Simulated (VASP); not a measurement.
# BN (C2/m) in VASP: notebook, part 3 of 3

VASP 6.6.1. The steps go on from the part before.

### 4 Single point, PBE (strain +0.0525 x Voigt [0, 0, 0, 1, 0, 0])

Contents of INCAR:

```
  PREC = Accurate
  ENCUT = 520
  EDIFF = 1E-7
  ISMEAR = 0
  SIGMA = 0.05
  LREAL = False
  LASPH = True
  NELM = 100
  ALGO = Normal
  ISIF = 2
  LWAVE = False
  LCHARG = True
  GGA = PE
  LELF = True
  LVHAR = True
  NBANDS = 16
```

Contents of KPOINTS:

```
regular mesh
0
Gamma
  12 12 4
```

Contents of POSCAR:

```
BN
1.0
    2.5121751215      0.0000000000      0.0000000000
   -1.2560875608      2.1756074740      0.0571096962
    0.0000000000      0.2190218889      8.3436910039
B N
2 2
Direct
    0.3333333333      0.6666666667      0.2500000000
    0.6666666667      0.3333333333      0.7500000000
    0.3333333333      0.6666666667      0.7500000000
    0.6666666667      0.3333333333      0.2500000000
```

Potentials or basis: VASP PAW PBE potentials, release 64 (B, N).

Launch:

```console
$ cat potpaw_PBE.64/B/POTCAR potpaw_PBE.64/N/POTCAR > POTCAR
$ mpirun -np 1 vasp_std > vasp.out
```

OUTCAR:

```text
PREC = Accurate
   ENCUT = 520
   EDIFF = 1E-7
   ISMEAR = 0
   LREAL = False
   LASPH = True
   NELM = 100
   ISIF = 2
   GGA = PE

 ion  position               nearest neighbor table
   1  0.333  0.667  0.250-   4 1.45   4 1.45   4 1.45
   2  0.667  0.333  0.750-   3 1.45   3 1.45   3 1.45
   3  0.333  0.667  0.750-   2 1.45   2 1.45   2 1.45
   4  0.667  0.333  0.250-   1 1.45   1 1.45   1 1.45

  LATTYP: Found a base centered monoclinic cell.
 ALAT       =     4.3527138194
 B/A-ratio  =     0.5771514567
 C/A-ratio  =     1.9175543161
 COS(beta)  =    -0.0524638491

  Lattice vectors:

 A1 = (  -1.2560875607,  -2.1756074740,  -0.0571096962)
 A2 = (   1.2560875608,  -2.1756074740,  -0.0571096962)
 A3 = (   0.0000000000,   0.2190218889,   8.3436910039)

Analysis of symmetry for initial positions (statically):
=====================================================================
 Subroutine PRICEL returns:
 Original cell was already a primitive cell.

 Routine SETGRP: Setting up the symmetry group for a
 base centered monoclinic supercell.

 Subroutine GETGRP returns: Found  4 space group operations
 (whereof  4 operations were pure point group operations)
 out of a pool of  4 trial point group operations.

The static configuration has the point symmetry C_2h.

Analysis of symmetry for dynamics (positions and initial velocities):
=====================================================================
 Subroutine PRICEL returns:
 Original cell was already a primitive cell.

 Routine SETGRP: Setting up the symmetry group for a
 base centered monoclinic supercell.

 Subroutine GETGRP returns: Found  4 space group operations
 (whereof  4 operations were pure point group operations)
 out of a pool of  4 trial point group operations.

The dynamic configuration has the point symmetry C_2h.

[... 120 lines left out ...]
   IMIX   =      4    mixing-type and parameters
     AMIX     =   0.40;   BMIX     =  1.00
     AMIX_MAG =   1.60;   BMIX_MAG =  1.00
  volume/ion in A,a.u.               =      11.39        76.88
  Fermi-wavevector in a.u.,A,eV,Ry     =   1.154920  2.182481 18.147983  1.333839
  Thomas-Fermi vector in A             =   2.291552
   LORBIT       =      0    0 simple, 1 ext, 2 COOP (PROOUT), +10 PAW based schemes
   GGA     = PE    functional components
   LHFCALC =     F    Hartree Fock is set to
   AEXX    =    0.0000 exact exchange contribution
   IVDW    =     0    specifies the selected vdW correction
   LEPSILON=     F    determine dielectric tensor
   LRPA    =     F    only Hartree local field effects (RPA)
 non-spin polarized calculation
 Gauss-broadening in eV      SIGMA  =   0.05
  energy-cutoff  :      520.00
  volume of cell :       45.57
 maximum number of plane-waves:      1245
   NGX =  9   NGY =  9   NGZ = 31

 number of electron      15.9999998 magnetization

 Free energy of the ion-electron system (eV)
  ---------------------------------------------------
  ext. energy  EPLUGINS =         0.00000000
  ---------------------------------------------------
  free energy    TOTEN  =       -35.20702241 eV

  energy without entropy =      -35.20702241  energy(sigma->0) =      -35.20702241

 E-fermi :   0.9080     XC(G=0):  -8.5855

 val. band max:        0.6264193885   @ k =   0.3333   0.3333   0.5000
 cond. band min:       5.0065552672   @ k =   0.0000   0.0000   0.0000
 fundamental gap:      4.3801358787
 Fermi energy:         0.9080477484

 k-point     1 :       0.0000    0.0000    0.0000
  band No.  band energies     occupation
      1     -17.0208      2.00000
      2     -16.9796      2.00000
      3      -4.8818      2.00000
      4      -4.2751      2.00000
      5      -0.7441      2.00000
      6      -0.7426      2.00000
[... 433 lines left out ...]
      3      -7.9257      2.00000
      4      -7.9149      2.00000
      5      -4.8573      2.00000
      6      -4.8513      2.00000
[... 8 lines left out ...]
     15      14.3831      0.00000
     16      15.8902      0.00000

 [... further k-points ...]

------------------------ aborting loop because EDIFF is reached ----------------------------------------

  FORCE on cell =-STRESS in cart. coord.  units (eV):
  Direction    XX          YY          ZZ          XY          YZ          ZX
  --------------------------------------------------------------------------------------
  -------------------------------------------------------------------------------------
  Total        0.0221424     -0.0355491     -0.0206016      0.0000000     -0.0071738      0.0000000
  in kB        0.7784781     -1.2498279     -0.7243062      0.0000000     -0.2522143      0.0000000
  external PRESSURE =      -0.3985520 kB  Pullay stress =       0.0000000 kB

 VOLUME and BASIS-vectors are now :
 -----------------------------------------------------------------------------
  energy-cutoff  :      520.00
  volume of cell :       45.57
      direct lattice vectors                 reciprocal lattice vectors
     2.512175121  0.000000000  0.000000000     0.398061422  0.229979339 -0.006036958
    -1.256087561  2.175607474  0.057109696     0.000000000  0.459958678 -0.012073915
     0.000000000  0.219021889  8.343691004     0.000000000 -0.003148259  0.119933676

 POSITION                                       TOTAL-FORCE (eV/Angst)
 -----------------------------------------------------------------------------------
     -0.00000      1.50516      2.12400        -0.000000      0.003905      0.000067
      1.25609      0.88947      6.27680         0.000000     -0.003905     -0.000067
     -0.00000      1.61467      6.29584        -0.000000      0.003704      0.000176
      1.25609      0.77996      2.10496         0.000000     -0.003704     -0.000176
 -----------------------------------------------------------------------------------
    total drift:                                0.000000     -0.000000     -0.000000

  FREE ENERGIE OF THE ION-ELECTRON SYSTEM (eV)
  ---------------------------------------------------
  free  energy   TOTEN  =       -35.2070224071 eV

  energy  without entropy=      -35.2070224071  energy(sigma->0) =      -35.20702241
```

OSZICAR:

```text
N       E                     dE             d eps       ncg     rms          rms(c)
DAV:   1     0.582688455506E+02    0.58269E+02   -0.76930E+03  5288   0.896E+02
DAV:   2    -0.346412488717E+02   -0.92910E+02   -0.83684E+02  7376   0.215E+02
DAV:   3    -0.388836526656E+02   -0.42424E+01   -0.42195E+01  6824   0.471E+01
DAV:   4    -0.389229896115E+02   -0.39337E-01   -0.39323E-01  6784   0.501E+00
DAV:   5    -0.389235187197E+02   -0.52911E-03   -0.52910E-03  6808   0.554E-01    0.112E+01
DAV:   6    -0.356268913363E+02    0.32966E+01   -0.55927E+00  6840   0.176E+01    0.503E+00
DAV:   7    -0.353118785976E+02    0.31501E+00   -0.60838E-01  7216   0.536E+00    0.315E+00
DAV:   8    -0.352091656368E+02    0.10271E+00   -0.30617E-01  7312   0.350E+00    0.528E-01
DAV:   9    -0.352048686042E+02    0.42970E-02   -0.19314E-02  5728   0.107E+00    0.202E-01
DAV:  10    -0.352067881574E+02   -0.19196E-02   -0.19005E-03  5776   0.336E-01    0.401E-02
DAV:  11    -0.352070077660E+02   -0.21961E-03   -0.19322E-04  6360   0.109E-01    0.316E-02
DAV:  12    -0.352070217457E+02   -0.13980E-04   -0.37431E-05  6280   0.447E-02    0.371E-03
DAV:  13    -0.352070222236E+02   -0.47797E-06   -0.17036E-06  7112   0.979E-03    0.124E-03
DAV:  14    -0.352070224097E+02   -0.18608E-06   -0.20723E-07  5904   0.349E-03    0.530E-04
DAV:  15    -0.352070224071E+02    0.25916E-08   -0.18702E-09  5120   0.414E-04
   1 F= -.35207022E+02 E0= -.35207022E+02  d E =-.227631E-17
```

Run time: 98 s. Hardware: 1 thread of Intel Xeon Platinum 8488C (Sapphire Rapids), shared host; peak memory 0.23 GiB.

What came out:

* Free energy: -35.2070 eV
* Pressure: 0.0 GPa
* Largest force: 0.004 eV/Å
* Band gap on the k mesh: 4.38 eV, indirect (least direct gap 4.58 eV)

Forces in eV/Å, atoms in the order of the input:
```
B    0.000  0.004  0.000
B    0.000 -0.004  0.000
N    0.000  0.004  0.000
N    0.000 -0.004  0.000
```

Levels at points of the mesh, in eV from the valence-band top:
```
           k point  band 6  band 7  band 8  band 9  band 10  band 11
(0.00, 0.00, 0.00)   -1.37   -1.37   -1.37    4.38     7.76    10.06
(0.50, 0.00, 0.00)   -4.14   -1.03   -0.80    4.56     4.99     9.40
(0.00, 0.50, 0.00)   -4.13   -1.03   -0.81    4.56     4.98     9.42
(0.00, 0.00, 0.50)   -1.37   -1.37   -1.37    5.67     5.67    11.48
(0.50, 0.00, 0.50)   -4.14   -0.93   -0.90    4.69     4.80     9.66
(0.00, 0.50, 0.50)   -4.13   -0.95   -0.89    4.64     4.86     9.66
```

Caveat: the cell differs from its parent crystal (strain +0.0525 x Voigt [0, 0, 0, 1, 0, 0]); this functional lacks dispersion, which binds the layers, so the pressure and a relaxed spacing across them are unreliable.

### 5 Single point, PBE (strain +0.0375 x Voigt [0, 0, 0, 1, 0, 0])

Contents of INCAR:

```
PREC     = Accurate       # precision mode
ENCUT    = 520            # plane-wave cutoff, eV
EDIFF    = 1E-6           # SCF threshold, eV
ISMEAR   = 0              # smearing method
SIGMA    = 0.05           # smearing width, eV
LREAL    = F              # projectors in reciprocal space
LASPH    = T              # aspherical terms in the spheres
NELM     = 100            # most SCF steps
ALGO     = Normal         # electronic algorithm
ISIF     = 2              # what is computed and relaxed
LWAVE    = F              # write WAVECAR
LCHARG   = T              # write CHGCAR
GGA      = PE             # functional
LELF     = T              # ELF
LVHAR    = T            
NBANDS   = 16             # bands
```

Contents of KPOINTS:

```
Automatic mesh
0
Gamma
  12 12 4
```

POSCAR, as its differences from that of step 4:

```diff
@@ -3,4 +3,4 @@
     2.5121751215      0.0000000000      0.0000000000
-   -1.2560875608      2.1756074740      0.0571096962
-    0.0000000000      0.2190218889      8.3436910039
+   -1.2560875608      2.1756074740      0.0407926401
+    0.0000000000      0.1564442063      8.3436910039
 B N
```

Launch:

```console
$ cat potpaw_PBE.64/B/POTCAR potpaw_PBE.64/N/POTCAR > POTCAR
$ mpirun -np 1 vasp_std > vasp.out
```

Run time: 85 s. Hardware: 1 thread of Intel Xeon Platinum 8488C (Sapphire Rapids), shared host; peak memory 0.23 GiB.

It converged, with:

* Free energy: -35.2071 eV
* Pressure: 0.0 GPa
* Band gap on the k mesh: 4.38 eV, indirect (least direct gap 4.60 eV)

Forces on the atoms (eV/Å):
```
B    0.000  0.002  0.000
B    0.000 -0.002  0.000
N    0.000  0.002  0.000
N    0.000 -0.002  0.000
```

Stress tensor (GPa, compression positive):
```
 0.10  0.00  0.00
 0.00  0.00 -0.02
 0.00 -0.02 -0.06
```

Levels at points of the mesh, in eV from the valence-band top:
| k point | band 5 | band 6 | band 7 | band 8 | band 9 | band 10 | band 11 | band 12 |
| --- | --- | --- | --- | --- | --- | --- | --- | --- |
| (0.00, 0.00, 0.00) | -1.36 | -1.36 | -1.36 | -1.36 | 4.38 | 7.76 | 10.07 | 11.49 |
| (0.50, 0.00, 0.00) | -4.14 | -4.13 | -1.03 | -0.79 | 4.56 | 5.00 | 9.41 | 9.85 |
| (0.00, 0.50, 0.00) | -4.13 | -4.13 | -1.03 | -0.80 | 4.56 | 4.99 | 9.42 | 9.85 |
| (0.00, 0.00, 0.50) | -1.36 | -1.36 | -1.36 | -1.36 | 5.67 | 5.67 | 11.49 | 11.50 |
| (0.50, 0.00, 0.50) | -4.13 | -4.13 | -0.92 | -0.90 | 4.71 | 4.79 | 9.67 | 9.68 |
| (0.00, 0.50, 0.50) | -4.13 | -4.13 | -0.93 | -0.89 | 4.68 | 4.83 | 9.67 | 9.68 |

Caveat: the cell differs from its parent crystal (strain +0.0375 x Voigt [0, 0, 0, 1, 0, 0]); this functional lacks dispersion, which binds the layers, so the pressure and a relaxed spacing across them are unreliable.

### 6 The runs side by side

```tsv
cell	gap on the mesh (eV)	pressure (GPa)
a = 2.512, b = 2.513, c = 8.347 Å, angles 93.0, 90.0, 120.0°, 4 atoms	4.38	-0.1
a = 2.512, b = 2.513, c = 8.346 Å, angles 87.8, 90.0, 120.0°, 4 atoms	4.38	0.0
a = 2.512, b = 2.513, c = 8.347 Å, angles 87.4, 90.0, 120.0°, 4 atoms	4.38	0.0
a = 2.512, b = 2.513, c = 8.345 Å, angles 88.1, 90.0, 120.0°, 4 atoms	4.38	0.0
```

Alike in all rows: task single point; level PBE; potentials or basis VASP PAW PBE potentials, release 64 (B, N); no spin polarisation; k mesh 12 × 12 × 4; cutoff (eV) 520; smearing gaussian 0.05 eV.

Caveats: this functional lacks dispersion, which binds the layers, so the pressure and a relaxed spacing across them are unreliable.

Total energies depend on the potentials used, so only differences within one code and one set of settings carry meaning.
